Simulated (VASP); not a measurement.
# BiBrO (P4/nmm) in VASP: a series of runs

The runs below take BiBrO through single point, with LDA.

Everything below comes from runs of VASP 6.6.1. Logs are shortened: lines on timing, memory, paths and dates and some standing lists are left out, and cuts for length are marked.

## Step 1: The cell of the first run

It takes space group P4/nmm (No. 129, tetragonal). The conventional cell has a = 4.012 Å, b = 4.012 Å, c = 7.624 Å, α = 90.00°, β = 90.00°, γ = 90.00°. Bi (site symmetry 4mm) has 4 O at 2.34 Å and 4 Br at 3.19 Å within 3.2 Å. Br (site symmetry 4mm) has 6 Bi at 3.19 to 3.86 Å and 4 O at 3.33 Å and 8 Br at 3.66 to 4.01 Å within 4.2 Å. Within 3.1 Å of O (site symmetry -4m2) lie 4 Bi at 2.34 Å and 4 O at 2.84 Å.

## Step 2: Single point, LDA

Input file INCAR:

```
PREC     = Accurate       # precision mode
ENCUT    = 520            # plane-wave cutoff, eV
EDIFF    = 1E-6           # SCF threshold, eV
ISMEAR   = 0              # smearing method
SIGMA    = 0.05           # smearing width, eV
LREAL    = F              # projectors in reciprocal space
LASPH    = T              # aspherical terms in the spheres
NELM     = 100            # most SCF steps
ALGO     = Normal         # electronic algorithm
ISIF     = 2              # what is computed and relaxed
LWAVE    = F              # write WAVECAR
LCHARG   = F              # write CHGCAR
NBANDS   = 37             # bands
```

Input file KPOINTS:

```
Automatic mesh
0
Gamma
  8 8 4
```

Input file POSCAR:

```
BiBrO
1.0
    4.0120000000      0.0000000000      0.0000000000
    0.0000000000      4.0120000000      0.0000000000
    0.0000000000      0.0000000000      7.6239000000
Bi Br O
2 2 2
Direct
    0.0000000000      0.5000000000      0.1575579020
    0.5000000000      0.0000000000      0.8424420980
    0.0000000000      0.5000000000      0.6517216503
    0.5000000000      0.0000000000      0.3482783497
    0.0000000000      0.0000000000      0.0000000000
    0.5000000000      0.5000000000      0.0000000000
```

Potentials or basis: VASP PAW LDA potentials, release 64 (Bi_d, Br, O).

Started as:

```
$ cat potpaw_LDA.64/Bi_d/POTCAR potpaw_LDA.64/Br/POTCAR potpaw_LDA.64/O/POTCAR > POTCAR
$ mpirun -np 1 vasp_std > vasp.out
```

OUTCAR:

```text
PREC = Accurate
   ENCUT = 520
   EDIFF = 1E-6
   ISMEAR = 0
   LREAL = F
   LASPH = T
   NELM = 100
   ISIF = 2

 ion  position               nearest neighbor table
   1  0.000  0.500  0.158-   5 2.34   6 2.34   5 2.34   6 2.34   4 3.19   4 3.19   4 3.19   4 3.19
                             2 3.72   2 3.72   2 3.72   2 3.72
   2  0.500  0.000  0.842-   5 2.34   6 2.34   6 2.34   5 2.34   3 3.19   3 3.19   3 3.19   3 3.19
                             1 3.72   1 3.72   1 3.72   1 3.72
   3  0.000  0.500  0.652-   2 3.19   2 3.19   2 3.19   2 3.19
   4  0.500  0.000  0.348-   1 3.19   1 3.19   1 3.19   1 3.19
   5  0.000  0.000  0.000-   1 2.34   2 2.34   1 2.34   2 2.34
   6  0.500  0.500  0.000-   1 2.34   2 2.34   2 2.34   1 2.34

  LATTYP: Found a simple tetragonal cell.
 ALAT       =     4.0120000000
 C/A-ratio  =     1.9002741775

  Lattice vectors:

 A1 = (   4.0120000000,   0.0000000000,   0.0000000000)
 A2 = (   0.0000000000,   4.0120000000,   0.0000000000)
 A3 = (   0.0000000000,   0.0000000000,   7.6239000000)

Analysis of symmetry for initial positions (statically):
=====================================================================
 Subroutine PRICEL returns:
 Original cell was already a primitive cell.

 Routine SETGRP: Setting up the symmetry group for a
 simple tetragonal supercell.

 Subroutine GETGRP returns: Found 16 space group operations
 (whereof  8 operations were pure point group operations)
 out of a pool of 16 trial point group operations.

The static configuration has the point symmetry D_2d.
 The point group associated with its full space group is D_4h.

Analysis of symmetry for dynamics (positions and initial velocities):
=====================================================================
 Subroutine PRICEL returns:
 Original cell was already a primitive cell.

 Routine SETGRP: Setting up the symmetry group for a
 simple tetragonal supercell.

 Subroutine GETGRP returns: Found 16 space group operations
 (whereof  8 operations were pure point group operations)
 out of a pool of 16 trial point group operations.

The dynamic configuration has the point symmetry D_2d.
 The point group associated with its full space group is D_4h.

 Subroutine INISYM returns: Found 16 space group operations
 (whereof  8 operations are pure point group operations),
 and found     1 'primitive' translations

----------------------------------------------------------------------------------------

                                     Primitive cell

  volume of cell :     122.7154

  direct lattice vectors                    reciprocal lattice vectors
     4.012000000  0.000000000  0.000000000     0.249252243  0.000000000  0.000000000
     0.000000000  4.012000000  0.000000000     0.000000000  0.249252243  0.000000000
     0.000000000  0.000000000  7.623900000     0.000000000  0.000000000  0.131166463

  length of vectors
     4.012000000  4.012000000  7.623900000     0.249252243  0.249252243  0.131166463

  position of ions in fractional coordinates (direct lattice)
     0.000000000  0.500000000  0.157557902
     0.500000000  0.000000000  0.842442098
     0.000000000  0.500000000  0.651721650
     0.500000000  0.000000000  0.348278350
     0.000000000  0.000000000  0.000000000
     0.500000000  0.500000000  0.000000000

  ion indices of the primitive-cell ions
   primitive index   ion index
                 1           1
                 2           2
                 3           3
                 4           4
                 5           5
                 6           6

----------------------------------------------------------------------------------------

 KPOINTS: Automatic mesh

Automatic generation of k-mesh.
 Grid dimensions read from file:
 generate k-points for:    8    8    4

 Generating k-lattice:

  Cartesian coordinates                     Fractional coordinates (reciprocal lattice)
     0.031156530  0.000000000  0.000000000     0.125000000  0.000000000  0.000000000
     0.000000000  0.031156530  0.000000000     0.000000000  0.125000000  0.000000000
     0.000000000  0.000000000  0.032791616     0.000000000  0.000000000  0.250000000

  Length of vectors
     0.031156530  0.031156530  0.032791616

  Shift w.r.t. Gamma in fractional coordinates (k-lattice)
     0.000000000  0.000000000  0.000000000

 Subroutine IBZKPT returns following result:
 ===========================================

 Found     45 irreducible k-points:

 Following reciprocal coordinates:
            Coordinates               Weight
  0.000000  0.000000  0.000000      1.000000
  0.125000  0.000000  0.000000      4.000000
  0.250000  0.000000  0.000000      4.000000
  0.375000  0.000000  0.000000      4.000000
  0.500000  0.000000  0.000000      2.000000
  0.125000  0.125000  0.000000      4.000000
[... 16 lines left out ...]
  0.375000  0.125000  0.250000     16.000000
  0.500000  0.125000  0.250000      8.000000
 [... further k-points ...]
[... 46 lines left out ...]
   IVDW    =     0    specifies the selected vdW correction
   LEPSILON=     F    determine dielectric tensor
   LRPA    =     F    only Hartree local field effects (RPA)
 non-spin polarized calculation
 Gauss-broadening in eV      SIGMA  =   0.05
  energy-cutoff  :      520.00
  volume of cell :      122.72
 maximum number of plane-waves:      3356
 NGX is ok and might be reduce to    30
   NGX = 15   NGY = 15   NGZ = 29

 number of electron      56.0000002 magnetization

 Free energy of the ion-electron system (eV)
  ---------------------------------------------------
  ext. energy  EPLUGINS =         0.00000000
  ---------------------------------------------------
  free energy    TOTEN  =       -31.83002559 eV

  energy without entropy =      -31.83002559  energy(sigma->0) =      -31.83002559

 E-fermi :   4.4294     XC(G=0): -10.5111

 val. band max:        4.1812820268   @ k =   0.5000   0.0000   0.5000
 cond. band min:       5.9621356241   @ k =   0.0000   0.0000   0.5000
 fundamental gap:      1.7808535973
 Fermi energy:         4.4293623307

 k-point     1 :       0.0000    0.0000    0.0000
  band No.  band energies     occupation
      1     -17.9427      2.00000
      2     -17.7903      2.00000
      3     -17.7903      2.00000
      4     -17.7828      2.00000
      5     -17.7494      2.00000
      6     -17.7431      2.00000
[... 29 lines left out ...]
     36      12.5706      0.00000
     37      12.6487      0.00000

 k-point     2 :       0.1250    0.0000    0.0000
  band No.  band energies     occupation
      1     -17.9391      2.00000
      2     -17.7890      2.00000
      3     -17.7866      2.00000
      4     -17.7774      2.00000
      5     -17.7553      2.00000
      6     -17.7387      2.00000
[... 29 lines left out ...]
     36      12.6774      0.00000
     37      12.9396      0.00000

 k-point     3 :       0.2500    0.0000    0.0000
  band No.  band energies     occupation
      1     -17.9295      2.00000
      2     -17.7908      2.00000
      3     -17.7852      2.00000
      4     -17.7791      2.00000
      5     -17.7589      2.00000
      6     -17.7466      2.00000
[... 29 lines left out ...]
     36      12.7849      0.00000
     37      13.5253      0.00000

 k-point     4 :       0.3750    0.0000    0.0000
  band No.  band energies     occupation
      1     -17.9130      2.00000
      2     -17.8410      2.00000
      3     -17.7793      2.00000
      4     -17.7703      2.00000
      5     -17.7603      2.00000
      6     -17.7522      2.00000
[... 29 lines left out ...]
     36      13.1060      0.00000
     37      13.3614      0.00000
[... 683 lines left out ...]
      1     -17.9300      2.00000
      2     -17.8082      2.00000
      3     -17.7791      2.00000
      4     -17.7746      2.00000
      5     -17.7572      2.00000
      6     -17.7454      2.00000
[... 29 lines left out ...]
     36      13.3035      0.00000
     37      14.0018      0.00000

 k-point    23 :       0.3750    0.1250    0.2500
  band No.  band energies     occupation
      1     -17.9175      2.00000
      2     -17.8545      2.00000
      3     -17.7716      2.00000
      4     -17.7665      2.00000
      5     -17.7521      2.00000
      6     -17.7485      2.00000
[... 29 lines left out ...]
     36      13.3696      0.00000
     37      13.6511      0.00000

 k-point    24 :       0.5000    0.1250    0.2500
  band No.  band energies     occupation
      1     -17.8931      2.00000
      2     -17.8931      2.00000
      3     -17.7624      2.00000
      4     -17.7624      2.00000
      5     -17.7580      2.00000
      6     -17.7580      2.00000
[... 29 lines left out ...]
     36      13.2789      0.00000
     37      13.5991      0.00000

 [... further k-points ...]

------------------------ aborting loop because EDIFF is reached ----------------------------------------

  FORCE on cell =-STRESS in cart. coord.  units (eV):
  Direction    XX          YY          ZZ          XY          YZ          ZX
  --------------------------------------------------------------------------------------
  -------------------------------------------------------------------------------------
  Total       -3.7371168     -3.7371168     -0.7595867      0.0000000     -0.0000000      0.0000000
  in kB      -48.7919549    -48.7919549     -9.9171964      0.0000000     -0.0000000      0.0000000
  external PRESSURE =     -35.8337021 kB  Pullay stress =       0.0000000 kB

 VOLUME and BASIS-vectors are now :
 -----------------------------------------------------------------------------
  energy-cutoff  :      520.00
  volume of cell :      122.72
      direct lattice vectors                 reciprocal lattice vectors
     4.012000000  0.000000000  0.000000000     0.249252243  0.000000000  0.000000000
     0.000000000  4.012000000  0.000000000     0.000000000  0.249252243  0.000000000
     0.000000000  0.000000000  7.623900000     0.000000000  0.000000000  0.131166463

 POSITION                                       TOTAL-FORCE (eV/Angst)
 -----------------------------------------------------------------------------------
      0.00000      2.00600      1.20121        -0.000000      0.000000     -0.006500
      2.00600      0.00000      6.42269         0.000000     -0.000000      0.006500
      0.00000      2.00600      4.96866         0.000000     -0.000000      0.020736
      2.00600      0.00000      2.65524         0.000000      0.000000     -0.020736
      0.00000      0.00000      0.00000         0.000000     -0.000000     -0.000000
      2.00600      2.00600      0.00000         0.000000      0.000000     -0.000000
 -----------------------------------------------------------------------------------
    total drift:                                0.000000      0.000000      0.000000

  FREE ENERGIE OF THE ION-ELECTRON SYSTEM (eV)
  ---------------------------------------------------
  free  energy   TOTEN  =       -31.8300255923 eV

  energy  without entropy=      -31.8300255923  energy(sigma->0) =      -31.83002559
```

Wall time 3.6 min (1 thread of AMD EPYC 7R13, shared host); peak memory 0.27 GiB.

What came out:

| Property | Result |
| --- | --- |
| Free energy | -31.8300 eV |
| Pressure | -3.6 GPa |
| Largest force | 0.021 eV/Å |
| Band gap on the k mesh | 1.78 eV (least direct gap 1.91 eV) |

Forces in eV/Å, atoms in the order of the input:
```
Bi   0.000  0.000 -0.006
Bi   0.000  0.000  0.006
Br   0.000  0.000  0.021
Br   0.000  0.000 -0.021
O    0.000  0.000  0.000
O    0.000  0.000  0.000
```

Levels at points of the mesh, in eV from the valence-band top:
```csv
k point,band 24,band 25,band 26,band 27,band 28,band 29,band 30,band 31,band 32,band 33
"(0.00, 0.00, 0.00)",-1.15,-1.12,-0.83,-0.83,-0.78,2.22,3.26,4.93,4.93,6.57
"(0.50, 0.00, 0.00)",-0.83,-0.64,-0.64,-0.17,-0.17,4.23,4.23,4.61,4.61,5.05
"(0.50, 0.50, 0.00)",-1.11,-0.80,-0.80,-0.57,-0.57,3.51,3.51,5.08,5.08,6.41
"(0.00, 0.00, 0.50)",-1.43,-0.54,-0.41,-0.41,-0.13,1.78,2.17,4.81,4.81,6.53
"(0.50, 0.00, 0.50)",-0.77,-0.67,-0.67,0.00,0.00,3.99,3.99,4.69,4.69,4.78
"(0.50, 0.50, 0.50)",-1.78,-1.15,-1.15,-1.11,-1.11,4.18,4.18,5.16,5.16,5.95
```

Caveat: the cell stands under tension; spin-orbit coupling is left out, which moves the levels of the heavy elements.

## Step 3: Single point, LDA

This run uses another cell than the first one, of 20.75 Å³/atom.

Input file INCAR:

```
ALGO = Normal ; EDIFF = 1E-7
ENCUT = 520 ; ISIF = 2
ISMEAR = 0 ; LASPH = T
LCHARG = T ; LELF = T
LREAL = F ; LVHAR = T
LWAVE = F ; NBANDS = 37
NELM = 80 ; PREC = Accurate
SIGMA = 0.05
```

Input file KPOINTS:

```
k-points
0
Gamma
  8 8 4
```

Edit POSCAR of step 2 so:

```diff
@@ -2,5 +2,5 @@
 1.0
-    4.0120000000      0.0000000000      0.0000000000
-    0.0000000000      4.0120000000      0.0000000000
-    0.0000000000      0.0000000000      7.6239000000
+    4.0767000000      0.0000000000      0.0000000000
+    0.0000000000      4.0767000000      0.0000000000
+    0.0000000000      0.0000000000      7.4924000000
 Bi Br O
```

Potentials or basis: VASP PAW LDA potentials, release 64 (Bi_d, Br, O).

Started as:

```
$ cat potpaw_LDA.64/Bi_d/POTCAR potpaw_LDA.64/Br/POTCAR potpaw_LDA.64/O/POTCAR > POTCAR
$ mpirun -np 1 vasp_std > vasp.out
```

Run time: 3.7 min. Hardware: 1 thread of AMD EPYC 7R13, shared host; peak memory 0.27 GiB.

It converged, with:

```yaml
Free_energy: -31.7015 eV
Pressure: -5.2 GPa
Largest_force: 0.077 eV/Å
Band_gap_on_the_k_mesh: 1.62 eV (least direct gap 1.78 eV)
```

Forces on the atoms (eV/Å):
```
Bi   0.000  0.000 -0.077
Bi   0.000  0.000  0.077
Br   0.000  0.000  0.021
Br   0.000  0.000 -0.021
O    0.000  0.000  0.000
O    0.000  0.000  0.000
```

Stress tensor (GPa, compression positive):
```
-6.98  0.00  0.00
 0.00 -6.98  0.00
 0.00  0.00 -1.60
```

Levels at points of the mesh, in eV from the valence-band top:
| k point | band 25 | band 26 | band 27 | band 28 | band 29 | band 30 | band 31 | band 32 |
| --- | --- | --- | --- | --- | --- | --- | --- | --- |
| (0.00, 0.00, 0.00) | -1.15 | -0.81 | -0.81 | -0.73 | 2.15 | 3.25 | 4.86 | 4.86 |
| (0.50, 0.00, 0.00) | -0.65 | -0.65 | -0.24 | -0.24 | 4.15 | 4.15 | 4.51 | 4.51 |
| (0.50, 0.50, 0.00) | -0.64 | -0.64 | -0.46 | -0.46 | 3.51 | 3.51 | 5.03 | 5.03 |
| (0.00, 0.00, 0.50) | -0.38 | -0.37 | -0.37 | -0.15 | 1.62 | 2.04 | 4.79 | 4.79 |
| (0.50, 0.00, 0.50) | -0.68 | -0.68 | 0.00 | 0.00 | 3.89 | 3.89 | 4.51 | 4.51 |
| (0.50, 0.50, 0.50) | -1.15 | -1.15 | -1.11 | -1.11 | 4.11 | 4.11 | 5.00 | 5.00 |

Caveat: the cell stands under tension; spin-orbit coupling is left out, which moves the levels of the heavy elements.

## Step 4: Single point, LDA

This run uses another cell than the first one, of 19.44 Å³/atom.

Input file INCAR:

```
PREC     = Accurate       # precision mode
ENCUT    = 520            # plane-wave cutoff, eV
EDIFF    = 1E-6           # SCF threshold, eV
ISMEAR   = 0              # smearing method
SIGMA    = 0.05           # smearing width, eV
LREAL    = F              # projectors in reciprocal space
LASPH    = T              # aspherical terms in the spheres
NELM     = 80             # most SCF steps
ALGO     = Normal         # electronic algorithm
ISIF     = 2              # what is computed and relaxed
LWAVE    = F              # write WAVECAR
LCHARG   = F              # write CHGCAR
NBANDS   = 37             # bands
```

Input file KPOINTS:

```
regular mesh
0
Gamma
  8 8 4
```

Edit POSCAR of step 3 so:

```diff
@@ -2,5 +2,5 @@
 1.0
-    4.0767000000      0.0000000000      0.0000000000
-    0.0000000000      4.0767000000      0.0000000000
-    0.0000000000      0.0000000000      7.4924000000
+    3.7532000000      0.0000000000      0.0000000000
+    0.0000000000      3.7532000000      0.0000000000
+    0.0000000000      0.0000000000      8.2811000000
 Bi Br O
```

Started as:

```
$ cat potpaw_LDA.64/Bi_d/POTCAR potpaw_LDA.64/Br/POTCAR potpaw_LDA.64/O/POTCAR > POTCAR
$ mpirun -np 1 vasp_std > vasp.out
```

It took 3.3 min on 1 thread of Intel Xeon 8259CL, shared host; peak memory 0.29 GiB.

The run converged. Its results:

```
Free energy            : -31.7896 eV
Pressure               : 3.6 GPa
Largest force          : 0.251 eV/Å
Band gap on the k mesh : 2.33 eV (least direct gap 2.70 eV)
```

Forces in eV/Å, atoms in the order of the input:
```
Bi   0.000  0.000 -0.251
Bi   0.000  0.000  0.251
Br   0.000  0.000 -0.019
Br   0.000  0.000  0.019
O    0.000  0.000  0.000
O    0.000  0.000  0.000
```

Stress tensor (GPa, compression positive):
```
 5.59  0.00  0.00
 0.00  5.59  0.00
 0.00  0.00 -0.42
```

Levels at points of the mesh, in eV from the valence-band top:
```csv
k point,band 25,band 26,band 27,band 28,band 29,band 30,band 31,band 32
"(0.00, 0.00, 0.00)",-1.39,-1.06,-1.06,-0.65,2.56,3.28,4.82,4.82
"(0.50, 0.00, 0.00)",-0.80,-0.80,-0.23,-0.23,4.13,4.13,4.86,4.86
"(0.50, 0.50, 0.00)",-1.29,-1.29,-0.95,-0.95,2.88,2.88,4.79,4.79
"(0.00, 0.00, 0.50)",-1.40,-0.83,-0.83,-0.37,2.33,2.69,4.58,4.58
"(0.50, 0.00, 0.50)",-0.81,-0.81,-0.33,-0.33,3.99,3.99,4.90,4.90
"(0.50, 0.50, 0.50)",-1.60,-1.60,-0.95,-0.95,3.72,3.72,5.20,5.20
```

Caveat: the cell stands under pressure; spin-orbit coupling is left out, which moves the levels of the heavy elements. A k mesh can miss the band edges.

## Step 5: The runs side by side

```tsv
cell	gap on the mesh (eV)	pressure (GPa)	largest force (eV/Å)
a = 4.012, b = 4.012, c = 7.624 Å, 6 atoms	1.78	-3.6	0.02
a = 4.077, b = 4.077, c = 7.492 Å, 6 atoms	1.62	-5.2	0.08
a = 3.753, b = 3.753, c = 8.281 Å, 6 atoms	2.33	3.6	0.25
```

Alike in all rows: task single point; level LDA; potentials or basis VASP PAW LDA potentials, release 64 (Bi_d, Br, O); no spin polarisation; k mesh 8 × 8 × 4; cutoff (eV) 520; smearing gaussian 0.05 eV.

Caveats: spin-orbit coupling is left out, which moves the levels of the heavy elements; the cell stands under tension (at least some runs); the cell stands under pressure (at least some runs).

Total energies depend on the potentials used, so only differences within one code and one set of settings carry meaning.
